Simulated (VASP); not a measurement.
Runs of VASP 6.6.1 on AlP. The structure is that of space group F-43m (No. 216), or close to it. The cells are those of the table. 

```tsv
task	cell	k mesh	smearing	gap on the mesh (eV)	pressure (GPa)
single point	a = 3.894 Å, angles 60.0°, 2 atoms	8 × 8 × 8	gaussian 0.01 eV	1.63	-0.1
relaxation of cell and atoms	relaxed from a = 3.870 Å, angles 60.0°, 2 atoms	8 × 8 × 8	gaussian 0.02 eV	1.63	0.0
single point	a = 3.894 Å, angles 60.0°, 2 atoms	8 × 8 × 8	gaussian 0.02 eV	1.63	-0.1
single point	a = 3.870 Å, angles 60.0°, 2 atoms	6 × 6 × 6	gaussian 0.1 eV	(a)	1.6
```

Alike in all rows: level PBE; potentials or basis VASP PAW PBE potentials, release 64 (Al, P); no spin polarisation; cutoff (eV) 500.

Fill in the values left out.

(a) 1.59.

A k mesh can miss the band edges.
